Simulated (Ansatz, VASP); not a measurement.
Two plane-wave programs on NiO

```
CELL_PARAMETERS angstrom
0.00000 2.09131 2.09131
2.09131 0.00000 2.09131
2.09131 2.09131 0.00000
ATOMIC_POSITIONS crystal
Ni 0.00000 0.00000 0.00000
O 0.50000 0.50000 0.50000
```

Alike in both runs: task single point; functional LDA; k mesh 8 × 8 × 8; occupations gaussian, width 0.05 eV; no spin polarisation; Hubbard terms Ni d U = 6.0 eV, J = 0.9 eV.

|  | VASP | Ansatz |
| --- | --- | --- |
| version | VASP 6.6.1 | Ansatz 0.2.0 |
| potentials or method | VASP PAW LDA potentials, release 64 (Ni_sv_GW, O), cutoff 700 eV | scalar-relativistic, plane waves, PAW |
| valence electrons in the cell | 24 | 24 |

|  | VASP | Ansatz | Ansatz less VASP |
| --- | --- | --- | --- |
| gap on the k mesh at the Fermi level (eV) | none | none | - |
| pressure (GPa) | -21.5 | -20.0 | +1.48 |

LDA's correlation is that of Perdew and Zunger in VASP and of Perdew and Wang (1992) in Ansatz. The programs project onto different local orbitals, so the same U acts differently, and such runs can settle in different states. A gap of «none» marks a metal or a gap that the smearing closes. Ansatz's warnings: filled band counts differ across k points.
